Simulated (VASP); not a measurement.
# MnO2 (P-3m1) in VASP: further runs

MnO2 is run at these levels: LDA; tasks: single point.

All numbers are computed with VASP 6.6.1; they aren't measurements. Logs are shortened: lines on timing, memory, paths and dates and some standing lists are left out, and cuts for length are marked.

## (1) The cell of the first run

It takes space group P-3m1 (No. 164, trigonal). The conventional cell has a = 2.674 Å, b = 2.674 Å, c = 4.307 Å, α = 90.00°, β = 90.00°, γ = 120.00°. Mn (site symmetry -3m) has 6 O at 1.78 Å within 2.4 Å. Within 2.4 Å of O (site symmetry 3m) lie 3 Mn at 1.78 Å and 3 O at 2.35 Å.

## (2) Single point, LDA (8.89 Å³/atom)

Input file INCAR:

```
PREC = Accurate ; ENCUT = 520
EDIFF = 1E-6 ; ISMEAR = -1
SIGMA = 0.03 ; LREAL = False
LASPH = True ; NELM = 80
ALGO = Normal ; ISIF = 2
LWAVE = False ; LCHARG = False
NBANDS = 20
```

Input file KPOINTS:

```
Automatic mesh
0
Gamma
  11 11 6
```

Input file POSCAR:

```
MnO2
1.0
    2.6737290748      0.0000000000      0.0000000000
   -1.3368645374      2.3155173016      0.0000000000
    0.0000000000      0.0000000000      4.3068408523
Mn O
1 2
Direct
    0.0000000000      0.0000000000      0.5000000000
    0.6666666667      0.3333333333      0.2937074300
    0.3333333333      0.6666666667      0.7062925700
```

Potentials or basis: VASP PAW LDA potentials, release 64 (Mn_pv, O).

Launch:

```bash
> cat potpaw_LDA.64/Mn_pv/POTCAR potpaw_LDA.64/O/POTCAR > POTCAR
> mpirun -np 1 vasp_std > vasp.out
```

OUTCAR:

```text
PREC = Accurate
   ENCUT = 520
   EDIFF = 1E-6
   ISMEAR = -1
   LREAL = False
   LASPH = True
   NELM = 80
   ISIF = 2

 ion  position               nearest neighbor table
   1  0.000  0.000  0.500-   2 1.78   3 1.78   3 1.78   2 1.78   2 1.78   3 1.78
   2  0.667  0.333  0.294-   1 1.78   1 1.78   1 1.78
   3  0.333  0.667  0.706-   1 1.78   1 1.78   1 1.78

  LATTYP: Found a hexagonal cell.
 ALAT       =     2.6737290748
 C/A-ratio  =     1.6107992739

  Lattice vectors:

 A1 = (   2.6737290748,   0.0000000000,   0.0000000000)
 A2 = (  -1.3368645374,   2.3155173016,   0.0000000000)
 A3 = (   0.0000000000,   0.0000000000,   4.3068408523)

Analysis of symmetry for initial positions (statically):
=====================================================================
 Subroutine PRICEL returns:
 Original cell was already a primitive cell.

 Routine SETGRP: Setting up the symmetry group for a
 hexagonal supercell.

 Subroutine GETGRP returns: Found 12 space group operations
 (whereof 12 operations were pure point group operations)
 out of a pool of 24 trial point group operations.

The static configuration has the point symmetry D_3d.

Analysis of symmetry for dynamics (positions and initial velocities):
=====================================================================
 Subroutine PRICEL returns:
 Original cell was already a primitive cell.

 Routine SETGRP: Setting up the symmetry group for a
 hexagonal supercell.

 Subroutine GETGRP returns: Found 12 space group operations
 (whereof 12 operations were pure point group operations)
 out of a pool of 24 trial point group operations.

The dynamic configuration has the point symmetry D_3d.

 Subroutine INISYM returns: Found 12 space group operations
 (whereof 12 operations are pure point group operations),
 and found     1 'primitive' translations

----------------------------------------------------------------------------------------

                                     Primitive cell

  volume of cell :      26.6639

  direct lattice vectors                    reciprocal lattice vectors
     2.673729075  0.000000000  0.000000000     0.374009472  0.215934469  0.000000000
    -1.336864537  2.315517302  0.000000000     0.000000000  0.431868939  0.000000000
     0.000000000  0.000000000  4.306840852     0.000000000  0.000000000  0.232188751

  length of vectors
     2.673729075  2.673729075  4.306840852     0.431868939  0.431868939  0.232188751

  position of ions in fractional coordinates (direct lattice)
     0.000000000  0.000000000  0.500000000
     0.666666667  0.333333333  0.293707430
     0.333333333  0.666666667  0.706292570

  ion indices of the primitive-cell ions
   primitive index   ion index
                 1           1
                 2           2
                 3           3

----------------------------------------------------------------------------------------

 KPOINTS: Automatic mesh

Automatic generation of k-mesh.
 Grid dimensions read from file:
 generate k-points for:   11   11    6

 Generating k-lattice:

  Cartesian coordinates                     Fractional coordinates (reciprocal lattice)
     0.034000861  0.019630406  0.000000000     0.090909091 -0.000000000  0.000000000
     0.000000000  0.039260813  0.000000000     0.000000000  0.090909091  0.000000000
     0.000000000  0.000000000  0.038698125     0.000000000  0.000000000  0.166666667

  Length of vectors
     0.039260813  0.039260813  0.038698125

  Shift w.r.t. Gamma in fractional coordinates (k-lattice)
     0.000000000  0.000000000  0.000000000

 Subroutine IBZKPT returns following result:
 ===========================================

 Found     84 irreducible k-points:

 Following reciprocal coordinates:
            Coordinates               Weight
  0.000000  0.000000  0.000000      1.000000
  0.090909 -0.000000  0.000000      6.000000
  0.181818  0.000000  0.000000      6.000000
  0.272727  0.000000  0.000000      6.000000
  0.363636  0.000000  0.000000      6.000000
  0.454545  0.000000  0.000000      6.000000
[... 16 lines left out ...]
  0.000000  0.272727  0.166667      6.000000
  0.363636  0.000000  0.166667      6.000000
 [... further k-points ...]
   k-points           NKPTS =     84   k-points in BZ     NKDIM =     84   number of bands    NBANDS=     20
   number of dos      NEDOS =    301   number of ions     NIONS =      3
   total plane-waves  NPLWV =  12800
   dimension x,y,z NGX =    20 NGY =   20 NGZ =   32
   dimension x,y,z NGXF=    40 NGYF=   40 NGZF=   64
   ions per type =               1   2
   NGX,Y,Z   is equivalent  to a cutoff of  12.44, 12.44, 12.35 a.u.
   NGXF,Y,Z  is equivalent  to a cutoff of  24.87, 24.87, 24.70 a.u.
 SYSTEM =  unknown system
   PREC   = accura    normal or accurate (medium, high low for compatibility)
   ISTART =      0    job   : 0-new  1-cont  2-samecut
   ICHARG =      2    charge: 1-file 2-atom 10-const
   ISPIN  =      1    spin polarized calculation?
   LNONCOLLINEAR =      F non collinear calculations
   LSORBIT =      F    spin-orbit coupling
   LASPH  =      T    aspherical Exc in radial PAW
   ENCUT  =  520.0 eV  38.22 Ry    6.18 a.u.   4.97  4.97  8.01*2*pi/ulx,y,z
   NELM   =     80;   NELMIN=  2; NELMDL= -5     # of ELM steps
   EDIFF  = 0.1E-05   stopping-criterion for ELM
   LREAL  =      F    real-space projection
   EDIFFG = 0.1E-04   stopping-criterion for IOM
   NSW    =      0    number of steps for IOM
   IBRION =     -1    ionic relax: 0-MD 1-quasi-New 2-CG
   NFREE  =      0    steps in history (QN), initial steepest desc. (CG)
   ISIF   =      2    stress and relaxation
   ISYM   =      2    0-nonsym 1-usesym 2-fastsym
   POTIM  = 0.5000    time-step for ionic-motion
   TEBEG  =    0.0;   TEEND  =   0.0 temperature during run
   PSTRESS=    0.0 pullay stress
   NELECT =      25.0000    total number of electrons
   NUPDOWN=      -1.0000    fix difference up-down
   EMIN   =  10.00;   EMAX   =-10.00  energy-range for DOS
   EFERMI =   0.00;   METHOD = LEGACY
   ISMEAR =    -1;   SIGMA  =   0.03  broadening in eV -4-tet -1-fermi 0-gaus
   EFERMI_NEDOS =   21; number of points for ismear=-14 and -15
   IALGO  =     38    algorithm
   IMIX   =      4    mixing-type and parameters
     AMIX     =   0.40;   BMIX     =  1.00
     AMIX_MAG =   1.60;   BMIX_MAG =  1.00
  volume/ion in A,a.u.               =       8.89        59.98
  Fermi-wavevector in a.u.,A,eV,Ry     =   1.602311  3.027928 34.931595  2.567400
  Thomas-Fermi vector in A             =   2.699152
   LORBIT       =      0    0 simple, 1 ext, 2 COOP (PROOUT), +10 PAW based schemes
   GGA     = CA    functional components
   LHFCALC =     F    Hartree Fock is set to
   AEXX    =    0.0000 exact exchange contribution
   IVDW    =     0    specifies the selected vdW correction
   LEPSILON=     F    determine dielectric tensor
   LRPA    =     F    only Hartree local field effects (RPA)
 non-spin polarized calculation
  energy-cutoff  :      520.00
  volume of cell :       26.66
 maximum number of plane-waves:       742
   NGX =  9   NGY =  9   NGZ = 17

 number of electron      24.9999997 magnetization

 Free energy of the ion-electron system (eV)
  ---------------------------------------------------
  ext. energy  EPLUGINS =         0.00000000
  ---------------------------------------------------
  free energy    TOTEN  =       -25.12826862 eV

  energy without entropy =      -25.11599164  energy(sigma->0) =      -25.12213013

 E-fermi :   5.6790     XC(G=0): -12.5442

 val. band max:        5.6768396025   @ k =   0.3636   0.1818   0.0000
 cond. band min:       5.6815152713   @ k =  -0.1818  -0.4545   0.1667
 fundamental gap:      0.0046756688
 Fermi energy:         5.6789888365

 k-point     1 :       0.0000    0.0000    0.0000
  band No.  band energies     occupation
      1     -42.9804      2.00000
      2     -42.9804      2.00000
      3     -42.8072      2.00000
      4     -15.7745      2.00000
      5     -12.4612      2.00000
      6      -2.2345      2.00000
[... 12 lines left out ...]
     19      22.1427      0.00000
     20      27.1482      0.00000

 k-point     2 :       0.0909   -0.0000    0.0000
  band No.  band energies     occupation
      1     -43.0139      2.00000
      2     -42.9875      2.00000
      3     -42.8011      2.00000
      4     -15.6191      2.00000
      5     -12.5270      2.00000
      6      -2.0680      2.00000
[... 12 lines left out ...]
     19      22.1813      0.00000
     20      26.0511      0.00000

 k-point     3 :       0.1818    0.0000    0.0000
  band No.  band energies     occupation
      1     -43.1031      2.00000
      2     -43.0066      2.00000
      3     -42.7848      2.00000
      4     -15.1872      2.00000
      5     -12.7009      2.00000
      6      -1.7662      2.00000
[... 12 lines left out ...]
     19      22.1503      0.00000
     20      24.3884      0.00000

 k-point     4 :       0.2727    0.0000    0.0000
  band No.  band energies     occupation
      1     -43.2184      2.00000
      2     -43.0315      2.00000
      3     -42.7633      2.00000
      4     -14.5852      2.00000
      5     -12.9188      2.00000
      6      -1.7996      2.00000
[... 12 lines left out ...]
     19      21.4002      0.00000
     20      23.6356      0.00000

 k-point     5 :       0.3636    0.0000    0.0000
  band No.  band energies     occupation
      1     -43.3229      2.00000
      2     -43.0542      2.00000
      3     -42.7436      2.00000
      4     -14.0069      2.00000
      5     -13.0810      2.00000
      6      -2.1966      2.00000
[... 12 lines left out ...]
     19      20.6554      0.00000
     20      23.2644      0.00000
[... 353 lines left out ...]
      6      -2.0084      2.00000
[... 12 lines left out ...]
     19      21.6180      0.00000
     20      24.5565      0.00000

 k-point    22 :       0.2727    0.0000    0.1667
  band No.  band energies     occupation
      1     -43.2184      2.00000
      2     -43.0315      2.00000
      3     -42.7635      2.00000
      4     -14.5353      2.00000
      5     -12.9878      2.00000
      6      -1.8811      2.00000
[... 12 lines left out ...]
     19      22.0520      0.00000
     20      23.2311      0.00000

 k-point    23 :       0.0000    0.2727    0.1667
  band No.  band energies     occupation
      1     -43.2184      2.00000
      2     -43.0315      2.00000
      3     -42.7635      2.00000
      4     -14.5652      2.00000
      5     -12.9393      2.00000
      6      -2.0509      2.00000
[... 12 lines left out ...]
     19      21.0850      0.00000
     20      23.7799      0.00000

 k-point    24 :       0.3636    0.0000    0.1667
  band No.  band energies     occupation
      1     -43.3228      2.00000
      2     -43.0542      2.00000
      3     -42.7437      2.00000
      4     -13.9510      2.00000
      5     -13.1465      2.00000
      6      -2.2613      2.00000
[... 12 lines left out ...]
     19      21.3898      0.00000
     20      23.1063      0.00000

 [... further k-points ...]

------------------------ aborting loop because EDIFF is reached ----------------------------------------

  FORCE on cell =-STRESS in cart. coord.  units (eV):
  Direction    XX          YY          ZZ          XY          YZ          ZX
  --------------------------------------------------------------------------------------
  -------------------------------------------------------------------------------------
  Total        6.9166989      6.9166989      5.0480388     -0.0000000      0.0000000      0.0000000
  in kB      415.6092451    415.6092451    303.3255615     -0.0000000      0.0000000      0.0000000
  external PRESSURE =     378.1813506 kB  Pullay stress =       0.0000000 kB

 VOLUME and BASIS-vectors are now :
 -----------------------------------------------------------------------------
  energy-cutoff  :      520.00
  volume of cell :       26.66
      direct lattice vectors                 reciprocal lattice vectors
     2.673729075  0.000000000  0.000000000     0.374009472  0.215934469  0.000000000
    -1.336864537  2.315517302  0.000000000     0.000000000  0.431868939  0.000000000
     0.000000000  0.000000000  4.306840852     0.000000000  0.000000000  0.232188751

 POSITION                                       TOTAL-FORCE (eV/Angst)
 -----------------------------------------------------------------------------------
      0.00000      0.00000      2.15342        -0.000000      0.000000      0.000000
      1.33686      0.77184      1.26495         0.000000      0.000000     -2.908172
     -0.00000      1.54368      3.04189        -0.000000     -0.000000      2.908172
 -----------------------------------------------------------------------------------
    total drift:                                0.000000     -0.000000      0.000000

  FREE ENERGIE OF THE ION-ELECTRON SYSTEM (eV)
  ---------------------------------------------------
  free  energy   TOTEN  =       -25.1282686204 eV

  energy  without entropy=      -25.1159916450  energy(sigma->0) =      -25.12213013
```

It took 26 s on 1 thread of AMD EPYC 7R13 (Zen 3), shared host; peak memory 0.12 GiB.

What came out:

```
Free energy            : -25.1283 eV
Pressure               : 37.8 GPa
Largest force          : 2.908 eV/Å
Band gap on the k mesh : zero (an odd number of electrons rules out a gap without spin polarisation)
```

Forces in eV/Å, atoms in the order of the input:
```
Mn   0.000  0.000  0.000
O    0.000  0.000 -2.908
O    0.000  0.000  2.908
```

Stress tensor (GPa, compression positive):
```
41.56  0.00  0.00
 0.00 41.56  0.00
 0.00  0.00 30.33
```

Caveat: the cell stands under pressure; an odd number of electrons without spin polarisation forces a metal; a magnetic or distorted state may lie lower; the run has no spin polarisation, though such a crystal can be magnetic; semilocal functionals often make such compounds metallic where correlation or magnetic order opens a gap, which also shifts bond lengths. With open d or f shells a metallic result of LDA can be an artefact of self-interaction; +U or a hybrid may open a gap.

(Continued in part 2 of 2.)
